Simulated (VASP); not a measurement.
A run of VASP 6.6.1:

File INCAR:

```
SYSTEM = Mo
PREC     = Accurate       ! precision mode
ENCUT    = 600            ! plane-wave cutoff, eV
EDIFF    = 1E-6           ! SCF threshold, eV
ISMEAR   = 0              ! smearing method
SIGMA    = 0.1            ! smearing width, eV
LREAL    = .False.        ! projectors in reciprocal space
LASPH    = .True.         ! aspherical terms in the spheres
NELM     = 80             ! most SCF steps
ALGO     = Fast           ! electronic algorithm
ISIF     = 3              ! what is computed and relaxed
LWAVE    = .False.        ! write WAVECAR
LCHARG   = .False.        ! write CHGCAR
GGA      = PS             ! functional
IBRION   = 2              ! ionic algorithm
NSW      = 100            ! ionic steps
EDIFFG   = -0.05          ! ionic threshold
```

Contents of KPOINTS:

```
regular mesh
0
Gamma
  8 8 8
  0 0 0
```

The input POSCAR:

```
Mo
1.0
   -1.5838089719      1.5838089719      1.5838089719
    1.5838089719     -1.5838089719      1.5838089719
    1.5838089719      1.5838089719     -1.5838089719
Mo
1
Direct
    0.0000000000      0.0000000000      0.0000000000
```

Potentials or basis: VASP PAW PBE potentials, release 64 (Mo_sv).

Launch:

```sh
$ cat potpaw_PBE.64/Mo_sv/POTCAR > POTCAR
$ mpirun -np 1 vasp_std > vasp.out
```

Hardware: 1 thread of Intel(R) Xeon(R) 6975P-C (Granite Rapids), with other jobs on the host.

Estimate the wall time of this run.

Run time: 7 s on 1 thread of Intel(R) Xeon(R) 6975P-C (Granite Rapids) (shared host), peak memory 0.14 GiB. Counts: scf iterations 30, k points 29, ion steps 3.
